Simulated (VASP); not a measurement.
# ZnS in VASP: further runs

ZnS is run at these levels: PBE; tasks: single point, relaxation of the atoms.

Program: VASP 6.6.1. These are calculated values, not measurements. Logs are shortened: lines on timing, memory, paths and dates and some standing lists are left out, and cuts for length are marked.

## 1. The cell of the first run

Symmetry: I-4m2, No. 119, tetragonal system. Conventional cell: a = 3.829 Å, b = 3.829 Å, c = 5.523 Å, α = 90.00°, β = 90.00°, γ = 90.00°. Zn (site symmetry -4m2) has 4 S at 2.36 Å within 3.1 Å. Within 3.1 Å of S (site symmetry -4m2) lie 4 Zn at 2.36 Å.

## 2. Single point, PBE (z stretched by +2 %, then relaxed in part)

File INCAR:

```
SYSTEM = ZnS
  PREC = Accurate
  ENCUT = 520
  EDIFF = 1E-6
  ISMEAR = -1
  SIGMA = 0.02
  LREAL = .FALSE.
  LASPH = .TRUE.
  NELM = 100
  ALGO = Normal
  ISIF = 2
  LWAVE = .FALSE.
  LCHARG = .FALSE.
  GGA = PE
  NBANDS = 16
```

File KPOINTS:

```
regular mesh
0
G
  14 14 14
  0 0 0
```

File POSCAR:

```
ZnS
1.0
    0.0000000000      2.7072500000      2.7613950000
    2.7072500000      0.0000000000      2.7613950000
    2.7072500000      2.7072500000      0.0000000000
Zn S
1 1
Direct
    0.0000000000      0.0000000000      0.0000000000
    0.2500000000      0.2500000000      0.2500000000
```

Potentials or basis: VASP PAW PBE potentials, release 64 (Zn, S).

Launch:

```sh
cat potpaw_PBE.64/Zn/POTCAR potpaw_PBE.64/S/POTCAR > POTCAR
mpirun -np 1 vasp_std > vasp.out
```

OUTCAR:

```text
SYSTEM = ZnS
   PREC = Accurate
   ENCUT = 520
   EDIFF = 1E-6
   ISMEAR = -1
   LREAL = .FALSE.
   LASPH = .TRUE.
   NELM = 100
   ISIF = 2
   GGA = PE

 ion  position               nearest neighbor table
   1  0.000  0.000  0.000-   2 2.36   2 2.36   2 2.36   2 2.36
   2  0.250  0.250  0.250-   1 2.36   1 2.36   1 2.36   1 2.36

  LATTYP: Found a body centered tetragonal cell.
 ALAT       =     3.8286296667
 C/A-ratio  =     1.4424978336

  Lattice vectors:

 A1 = (  -2.7072500000,   0.0000000000,   2.7613950000)
 A2 = (   2.7072500000,   0.0000000000,   2.7613950000)
 A3 = (   0.0000000000,   2.7072500000,  -2.7613950000)

Analysis of symmetry for initial positions (statically):
=====================================================================
 Subroutine PRICEL returns:
 Original cell was already a primitive cell.

 Routine SETGRP: Setting up the symmetry group for a
 body centered tetragonal supercell.

 Subroutine GETGRP returns: Found  8 space group operations
 (whereof  8 operations were pure point group operations)
 out of a pool of 16 trial point group operations.

The static configuration has the point symmetry D_2d.

Analysis of symmetry for dynamics (positions and initial velocities):
=====================================================================
 Subroutine PRICEL returns:
 Original cell was already a primitive cell.

 Routine SETGRP: Setting up the symmetry group for a
 body centered tetragonal supercell.

 Subroutine GETGRP returns: Found  8 space group operations
 (whereof  8 operations were pure point group operations)
 out of a pool of 16 trial point group operations.

The dynamic configuration has the point symmetry D_2d.

 Subroutine INISYM returns: Found  8 space group operations
 (whereof  8 operations are pure point group operations),
 and found     1 'primitive' translations

----------------------------------------------------------------------------------------

                                     Primitive cell

  volume of cell :      40.4776

  direct lattice vectors                    reciprocal lattice vectors
     0.000000000  2.707250000  2.761395000    -0.184689260  0.184689260  0.181067902
     2.707250000  0.000000000  2.761395000     0.184689260 -0.184689260  0.181067902
     2.707250000  2.707250000  0.000000000     0.184689260  0.184689260 -0.181067902

  length of vectors
     3.867105495  3.867105495  3.828629667     0.317814145  0.317814145  0.317814145

  position of ions in fractional coordinates (direct lattice)
     0.000000000  0.000000000  0.000000000
     0.250000000  0.250000000  0.250000000

  ion indices of the primitive-cell ions
   primitive index   ion index
                 1           1
                 2           2

----------------------------------------------------------------------------------------

 KPOINTS: regular mesh

Automatic generation of k-mesh.
 Grid dimensions read from file:
 generate k-points for:   14   14   14

 Generating k-lattice:

  Cartesian coordinates                     Fractional coordinates (reciprocal lattice)
    -0.013192090  0.013192090  0.012933422     0.071428571  0.000000000  0.000000000
     0.013192090 -0.013192090  0.012933422     0.000000000  0.071428571  0.000000000
     0.013192090  0.013192090 -0.012933422     0.000000000  0.000000000  0.071428571

  Length of vectors
     0.022701010  0.022701010  0.022701010

  Shift w.r.t. Gamma in fractional coordinates (k-lattice)
     0.000000000  0.000000000  0.000000000

 Subroutine IBZKPT returns following result:
 ===========================================

 Found    244 irreducible k-points:

 Following reciprocal coordinates:
            Coordinates               Weight
  0.000000  0.000000  0.000000      1.000000
  0.071429 -0.000000  0.000000      8.000000
  0.142857  0.000000  0.000000      8.000000
  0.214286 -0.000000  0.000000      8.000000
  0.285714 -0.000000  0.000000      8.000000
  0.357143 -0.000000  0.000000      8.000000
[... 16 lines left out ...]
  0.214286  0.142857  0.000000      8.000000
  0.285714  0.142857  0.000000      8.000000
 [... further k-points ...]
   k-points           NKPTS =    244   k-points in BZ     NKDIM =    244   number of bands    NBANDS=     16
   number of dos      NEDOS =    301   number of ions     NIONS =      2
   total plane-waves  NPLWV =  25200
   dimension x,y,z NGX =    30 NGY =   30 NGZ =   28
   dimension x,y,z NGXF=    60 NGYF=   60 NGZF=   56
   ions per type =               1   1
   NGX,Y,Z   is equivalent  to a cutoff of  12.90, 12.90, 12.16 a.u.
   NGXF,Y,Z  is equivalent  to a cutoff of  25.79, 25.79, 24.32 a.u.
 SYSTEM =  ZnS
   PREC   = accura    normal or accurate (medium, high low for compatibility)
   ISTART =      0    job   : 0-new  1-cont  2-samecut
   ICHARG =      2    charge: 1-file 2-atom 10-const
   ISPIN  =      1    spin polarized calculation?
   LNONCOLLINEAR =      F non collinear calculations
   LSORBIT =      F    spin-orbit coupling
   LASPH  =      T    aspherical Exc in radial PAW
   ENCUT  =  520.0 eV  38.22 Ry    6.18 a.u.   7.19  7.19  7.12*2*pi/ulx,y,z
   NELM   =    100;   NELMIN=  2; NELMDL= -5     # of ELM steps
   EDIFF  = 0.1E-05   stopping-criterion for ELM
   LREAL  =      F    real-space projection
   EDIFFG = 0.1E-04   stopping-criterion for IOM
   NSW    =      0    number of steps for IOM
   IBRION =     -1    ionic relax: 0-MD 1-quasi-New 2-CG
   NFREE  =      0    steps in history (QN), initial steepest desc. (CG)
   ISIF   =      2    stress and relaxation
   ISYM   =      2    0-nonsym 1-usesym 2-fastsym
   POTIM  = 0.5000    time-step for ionic-motion
   TEBEG  =    0.0;   TEEND  =   0.0 temperature during run
   PSTRESS=    0.0 pullay stress
   NELECT =      18.0000    total number of electrons
   NUPDOWN=      -1.0000    fix difference up-down
   EMIN   =  10.00;   EMAX   =-10.00  energy-range for DOS
   EFERMI =   0.00;   METHOD = LEGACY
   ISMEAR =    -1;   SIGMA  =   0.02  broadening in eV -4-tet -1-fermi 0-gaus
   EFERMI_NEDOS =   21; number of points for ismear=-14 and -15
   IALGO  =     38    algorithm
   IMIX   =      4    mixing-type and parameters
     AMIX     =   0.40;   BMIX     =  1.00
     AMIX_MAG =   1.60;   BMIX_MAG =  1.00
  volume/ion in A,a.u.               =      20.24       136.58
  Fermi-wavevector in a.u.,A,eV,Ry     =   1.249570  2.361345 21.244479  1.561425
  Thomas-Fermi vector in A             =   2.383604
   LORBIT       =      0    0 simple, 1 ext, 2 COOP (PROOUT), +10 PAW based schemes
   GGA     = PE    functional components
   LHFCALC =     F    Hartree Fock is set to
   AEXX    =    0.0000 exact exchange contribution
   IVDW    =     0    specifies the selected vdW correction
   LEPSILON=     F    determine dielectric tensor
   LRPA    =     F    only Hartree local field effects (RPA)
 non-spin polarized calculation
  energy-cutoff  :      520.00
  volume of cell :       40.48
 maximum number of plane-waves:      1106
 NGX is ok and might be reduce to    30
   NGX = 15   NGY = 15   NGZ = 15

 number of electron      17.9999999 magnetization

 Free energy of the ion-electron system (eV)
  ---------------------------------------------------
  ext. energy  EPLUGINS =         0.00000000
  ---------------------------------------------------
  free energy    TOTEN  =        -6.85128524 eV

  energy without entropy =       -6.85128524  energy(sigma->0) =       -6.85128524

 E-fermi :   2.2452     XC(G=0):  -9.5107

 val. band max:        1.8944284241   @ k =   0.0000   0.0000   0.0000
 cond. band min:       3.8719633826   @ k =   0.0000   0.0000   0.0000
 fundamental gap:      1.9775349585
 Fermi energy:         2.2451530212

 k-point     1 :       0.0000    0.0000    0.0000
  band No.  band energies     occupation
      1     -11.0928      2.00000
      2      -4.3769      2.00000
      3      -4.3652      2.00000
      4      -4.3652      2.00000
      5      -3.9039      2.00000
      6      -3.8991      2.00000
[... 8 lines left out ...]
     15      13.6235      0.00000
     16      13.7669      0.00000

 k-point     2 :       0.0714   -0.0000    0.0000
  band No.  band energies     occupation
      1     -11.0556      2.00000
      2      -4.3732      2.00000
      3      -4.3619      2.00000
      4      -4.3582      2.00000
      5      -3.9043      2.00000
      6      -3.8999      2.00000
[... 8 lines left out ...]
     15      13.4945      0.00000
     16      13.9321      0.00000

 k-point     3 :       0.1429    0.0000    0.0000
  band No.  band energies     occupation
      1     -10.9485      2.00000
      2      -4.3651      2.00000
      3      -4.3464      2.00000
      4      -4.3393      2.00000
      5      -3.9047      2.00000
      6      -3.9015      2.00000
[... 8 lines left out ...]
     15      13.0476      0.00000
     16      14.4858      0.00000

 k-point     4 :       0.2143   -0.0000    0.0000
  band No.  band energies     occupation
      1     -10.7856      2.00000
      2      -4.3413      2.00000
      3      -4.3218      2.00000
      4      -4.3135      2.00000
      5      -3.9025      2.00000
      6      -3.9015      2.00000
[... 8 lines left out ...]
     15      12.8295      0.00000
     16      14.2393      0.00000

 k-point     5 :       0.2857   -0.0000    0.0000
  band No.  band energies     occupation
      1     -10.5918      2.00000
      2      -4.3012      2.00000
      3      -4.2878      2.00000
      4      -4.2740      2.00000
      5      -3.8973      2.00000
      6      -3.8955      2.00000
[... 8 lines left out ...]
     15      13.0331      0.00000
     16      13.8396      0.00000

 k-point     6 :       0.3571   -0.0000    0.0000
  band No.  band energies     occupation
      1     -10.4033      2.00000
      2      -4.2819      2.00000
      3      -4.2679      2.00000
      4      -4.1440      2.00000
      5      -3.8891      2.00000
      6      -3.8842      2.00000
[... 8 lines left out ...]
     15      13.6657      0.00000
     16      13.7857      0.00000

 k-point     7 :       0.4286   -0.0000    0.0000
  band No.  band energies     occupation
      1     -10.2637      2.00000
      2      -4.2713      2.00000
      3      -4.2563      2.00000
      4      -3.9236      2.00000
      5      -3.8805      2.00000
      6      -3.8717      2.00000
[... 8 lines left out ...]
     15      14.5527      0.00000
     16      14.6677      0.00000

 k-point     8 :       0.5000   -0.0000    0.0000
  band No.  band energies     occupation
      1     -10.2118      2.00000
      2      -4.2681      2.00000
      3      -4.2526      2.00000
      4      -3.8768      2.00000
      5      -3.8703      2.00000
      6      -3.7076      2.00000
[... 8 lines left out ...]
     15      15.1400      0.00000
     16      15.2791      0.00000

 k-point     9 :       0.0714    0.0714    0.0000
  band No.  band energies     occupation
      1     -11.0444      2.00000
      2      -4.3823      2.00000
      3      -4.3528      2.00000
      4      -4.3528      2.00000
      5      -3.9094      2.00000
      6      -3.8958      2.00000
[... 8 lines left out ...]
     15      13.8298      0.00000
     16      14.0287      0.00000
[... 172 lines left out ...]
 k-point    19 :      -0.2143    0.0714    0.0000
  band No.  band energies     occupation
      1     -10.6929      2.00000
      2      -4.3317      2.00000
      3      -4.3030      2.00000
      4      -4.2969      2.00000
      5      -3.9119      2.00000
      6      -3.8875      2.00000
[... 8 lines left out ...]
     15      13.2871      0.00000
     16      14.4931      0.00000

 k-point    20 :      -0.1429    0.0714    0.0000
  band No.  band energies     occupation
      1     -10.8672      2.00000
      2      -4.3617      2.00000
      3      -4.3295      2.00000
      4      -4.3269      2.00000
      5      -3.9105      2.00000
      6      -3.8951      2.00000
[... 8 lines left out ...]
     15      13.1110      0.00000
     16      14.8478      0.00000

 k-point    21 :      -0.0714    0.0714    0.0000
  band No.  band energies     occupation
      1     -10.9940      2.00000
      2      -4.3686      2.00000
      3      -4.3522      2.00000
      4      -4.3497      2.00000
      5      -3.9055      2.00000
      6      -3.9000      2.00000
[... 8 lines left out ...]
     15      13.2302      0.00000
     16      14.4286      0.00000

 k-point    22 :       0.1429    0.1429    0.0000
  band No.  band energies     occupation
      1     -10.9048      2.00000
      2      -4.3955      2.00000
      3      -4.3165      2.00000
      4      -4.3165      2.00000
      5      -3.9237      2.00000
      6      -3.8868      2.00000
[... 8 lines left out ...]
     15      14.0154      0.00000
     16      15.1452      0.00000

 k-point    23 :       0.2143    0.1429    0.0000
  band No.  band energies     occupation
      1     -10.7853      2.00000
      2      -4.3940      2.00000
      3      -4.2898      2.00000
      4      -4.2893      2.00000
      5      -3.9297      2.00000
      6      -3.8815      2.00000
[... 8 lines left out ...]
     15      14.0082      0.00000
     16      15.7826      0.00000

 k-point    24 :       0.2857    0.1429    0.0000
  band No.  band energies     occupation
      1     -10.6202      2.00000
      2      -4.3692      2.00000
      3      -4.2600      2.00000
      4      -4.2561      2.00000
      5      -3.9274      2.00000
      6      -3.8763      2.00000
[... 8 lines left out ...]
     15      14.0619      0.00000
     16      15.5954      0.00000

 [... further k-points ...]

------------------------ aborting loop because EDIFF is reached ----------------------------------------

  FORCE on cell =-STRESS in cart. coord.  units (eV):
  Direction    XX          YY          ZZ          XY          YZ          ZX
  --------------------------------------------------------------------------------------
  -------------------------------------------------------------------------------------
  Total        0.0405988      0.0405988     -0.1713144      0.0000000      0.0000000      0.0000000
  in kB        1.6069721      1.6069721     -6.7809309      0.0000000      0.0000000      0.0000000
  external PRESSURE =      -1.1889956 kB  Pullay stress =       0.0000000 kB

 VOLUME and BASIS-vectors are now :
 -----------------------------------------------------------------------------
  energy-cutoff  :      520.00
  volume of cell :       40.48
      direct lattice vectors                 reciprocal lattice vectors
     0.000000000  2.707250000  2.761395000    -0.184689260  0.184689260  0.181067902
     2.707250000  0.000000000  2.761395000     0.184689260 -0.184689260  0.181067902
     2.707250000  2.707250000  0.000000000     0.184689260  0.184689260 -0.181067902

 POSITION                                       TOTAL-FORCE (eV/Angst)
 -----------------------------------------------------------------------------------
      0.00000      0.00000      0.00000         0.000000      0.000000      0.000000
      1.35363      1.35363      1.38070        -0.000000     -0.000000     -0.000000
 -----------------------------------------------------------------------------------
    total drift:                                0.000004      0.000004      0.000018

  FREE ENERGIE OF THE ION-ELECTRON SYSTEM (eV)
  ---------------------------------------------------
  free  energy   TOTEN  =        -6.8512852425 eV

  energy  without entropy=       -6.8512852425  energy(sigma->0) =       -6.85128524
```

Run time: 3.7 min. Hardware: 1 thread of Intel Xeon 8259CL, shared host; peak memory 0.28 GiB.

What came out:

```yaml
Free_energy: -6.8513 eV
Pressure: -0.1 GPa
Band_gap_on_the_k_mesh: 1.98 eV
```

Levels at points of the mesh, in eV from the valence-band top:
```tsv
k point	band 6	band 7	band 8	band 9	band 10	band 11	band 12	band 13
(0.00, 0.00, 0.00)	-5.79	-0.07	0.00	0.00	1.98	6.39	6.39	6.39
(0.50, 0.00, 0.00)	-5.60	-5.15	-0.91	-0.80	3.23	6.84	7.00	8.76
(0.50, 0.50, 0.00)	-5.61	-4.56	-2.08	-2.08	3.51	4.18	10.63	11.80
(0.50, 0.00, 0.50)	-5.58	-4.44	-2.20	-2.16	3.41	3.99	10.84	11.66
```

Caveat: the cell differs from its parent crystal (z stretched by +2 %, then relaxed in part).

## 3. Single point, PBE (z stretched by +3 %, then relaxed in part)

File INCAR:

```
SYSTEM = ZnS
ALGO     = Normal         ! electronic algorithm
EDIFF    = 1E-6           ! SCF threshold, eV
ENCUT    = 520            ! plane-wave cutoff, eV
GGA      = PE             ! functional
ISIF     = 2              ! what is computed and relaxed
ISMEAR   = -1             ! smearing method
LASPH    = .True.         ! aspherical terms in the spheres
LCHARG   = .False.        ! write CHGCAR
LREAL    = .False.        ! projectors in reciprocal space
LWAVE    = .False.        ! write WAVECAR
NBANDS   = 16             ! bands
NELM     = 100            ! most SCF steps
PREC     = Accurate       ! precision mode
SIGMA    = 0.02           ! smearing width, eV
```

File KPOINTS:

```
k-points
0
Gamma
  14 14 14
  0 0 0
```

File POSCAR:

```
ZnS
1.0
    0.0000000000      2.7072500000      2.7884675000
    2.7072500000      0.0000000000      2.7884675000
    2.7072500000      2.7072500000      0.0000000000
Zn S
1 1
Direct
    0.0000000000      0.0000000000      0.0000000000
    0.2500000000      0.2500000000      0.2500000000
```

Potentials or basis: VASP PAW PBE potentials, release 64 (Zn, S).

Launch:

```sh
cat potpaw_PBE.64/Zn/POTCAR potpaw_PBE.64/S/POTCAR > POTCAR
mpirun -np 1 vasp_std > vasp.out
```

It took 4.3 min on 1 thread of Intel Xeon 8259CL, shared host; peak memory 0.28 GiB.

The run converged. Its results:

* Free energy: -6.8485 eV
* Pressure: -0.8 GPa
* Band gap on the k mesh: 1.92 eV

Stress tensor (GPa, compression positive):
```
-0.36  0.00  0.00
 0.00 -0.36  0.00
 0.00  0.00 -1.64
```

Levels at points of the mesh, in eV from the valence-band top:
| k point | band 5 | band 6 | band 7 | band 8 | band 9 | band 10 | band 11 | band 12 | band 13 | band 14 |
| --- | --- | --- | --- | --- | --- | --- | --- | --- | --- | --- |
| (0.00, 0.00, 0.00) | -5.79 | -5.78 | -0.11 | 0.00 | 0.00 | 1.92 | 6.39 | 6.39 | 6.39 | 11.38 |
| (0.50, 0.00, 0.00) | -5.75 | -5.59 | -5.09 | -0.93 | -0.77 | 3.19 | 6.80 | 7.04 | 8.71 | 11.97 |
| (0.50, 0.50, 0.00) | -5.72 | -5.61 | -4.57 | -2.03 | -2.03 | 3.55 | 4.22 | 10.49 | 11.73 | 11.73 |
| (0.50, 0.00, 0.50) | -5.71 | -5.56 | -4.40 | -2.20 | -2.15 | 3.41 | 3.95 | 10.80 | 11.52 | 11.76 |

Caveat: the cell differs from its parent crystal (z stretched by +3 %, then relaxed in part). A k mesh can miss the band edges.

## 4. Relaxation of the atoms, PBE (18.65 Å³/atom)

This run uses another cell than the first one, of 18.65 Å³/atom.

File INCAR:

```
ALGO = Normal ; EDIFF = 1E-7
EDIFFG = -0.02 ; ENCUT = 520
GGA = PE ; IBRION = 2
ISIF = 2 ; ISMEAR = -1
LASPH = True ; LCHARG = False
LREAL = False ; LWAVE = False
NELM = 100 ; NSW = 80
PREC = Accurate ; SIGMA = 0.02
```

File KPOINTS:

```
k-points
0
Gamma
  14 14 14
```

File POSCAR:

```
ZnS
1.0
    0.0000000000      2.6519844928      2.6519844928
    2.6519844928      0.0000000000      2.6519844928
    2.6519844928      2.6519844928      0.0000000000
Zn S
1 1
Direct
    0.0000000000      0.0000000000      0.0000000000
    0.2500000000      0.2500000000      0.2500000000
```

Launch:

```sh
cat potpaw_PBE.64/Zn/POTCAR potpaw_PBE.64/S/POTCAR > POTCAR
mpirun -np 1 vasp_std > vasp.out
```

Wall time 77 s (1 thread of Intel Xeon 8259CL, shared host); peak memory 0.19 GiB.

Results (log left out):

```
Free energy             : -6.7922 eV
Pressure after relaxing : 6.6 GPa
Band gap on the k mesh  : 2.36 eV
```

Final structure:
```cif
data_structure
_symmetry_space_group_name_H-M 'P 1'
_symmetry_Int_Tables_number 1
_cell_length_a 3.7505
_cell_length_b 3.7505
_cell_length_c 3.7505
_cell_angle_alpha 60.000
_cell_angle_beta 60.000
_cell_angle_gamma 60.000
_cell_volume 37.30
loop_
_atom_site_label
_atom_site_type_symbol
_atom_site_fract_x
_atom_site_fract_y
_atom_site_fract_z
_atom_site_occupancy
Zn1 Zn 0.00000 0.00000 0.00000 1
S1 S 0.25000 0.25000 0.25000 1
```

Levels at points of the mesh, in eV from the valence-band top:
```csv
k point,band 7,band 8,band 9,band 10,band 11,band 12
"(0.00, 0.00, 0.00)",0.00,0.00,0.00,2.36,6.35,6.35
"(0.50, 0.00, 0.00)",-5.66,-0.95,-0.95,3.42,6.89,6.89
"(0.50, 0.50, 0.00)",-4.78,-2.43,-2.43,3.27,4.06,11.39
```

Caveat: the relaxation stopped at its first step, so nothing moved. A k mesh can miss the band edges.

(Continued in part 2 of 2.)
